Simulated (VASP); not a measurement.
Set up this calculation in VASP 6.6.1, as the native input.

```yaml
Task: single point
Functional: PBE
Potentials_or_basis: VASP PAW PBE potentials, release 64 (I)
Cutoff: 520 eV
k_mesh: 5 × 5 × 8
Occupations: fermi-dirac, width 0.05 eV
Spin: no spin polarisation
Dipole_correction: no
Further_INCAR_settings: ALGO = Normal; EDIFF = 1e-06; NBANDS = 10
```

The structure of I lies in POSCAR:

```
I
1.0
    2.4509892803     -4.5787660713     -0.1401326588
    2.4509892803      4.5787660713     -0.1401326588
   -1.6965439040      0.0000000000      2.4173738047
I
1
Direct
    0.5000000000      0.5000000000      0.5000000000
```

The input as run:

INCAR

```
PREC     = Accurate       # precision mode
ENCUT    = 520            # plane-wave cutoff, eV
EDIFF    = 1E-6           # SCF threshold, eV
ISMEAR   = -1             # smearing method
SIGMA    = 0.05           # smearing width, eV
LREAL    = F              # projectors in reciprocal space
LASPH    = T              # aspherical terms in the spheres
NELM     = 100            # most SCF steps
ALGO     = Normal         # electronic algorithm
ISIF     = 2              # what is computed and relaxed
LWAVE    = F              # write WAVECAR
LCHARG   = F              # write CHGCAR
GGA      = PE             # functional
NBANDS   = 10             # bands
```

KPOINTS

```
Automatic mesh
0
Gamma
  5 5 8
```

Potentials or basis: VASP PAW PBE potentials, release 64 (I).

The run is started by

```console
$ cat potpaw_PBE.64/I/POTCAR > POTCAR
$ mpirun -np 1 vasp_std > vasp.out
```

Results of the run:

```json
{"Pressure": "-0.1 GPa", "Band gap on the k mesh": "zero (an odd number of electrons rules out a gap without spin polarisation)"}
```

Caveat: spin-orbit coupling is left out, which moves the levels of the heavy elements; an odd number of electrons without spin polarisation forces a metal; a magnetic or distorted state may lie lower.

Wall time 21 s on 1 thread of AMD EPYC 9R45 96-Core Processor (Zen 5) (shared host), peak memory 0.17 GiB.
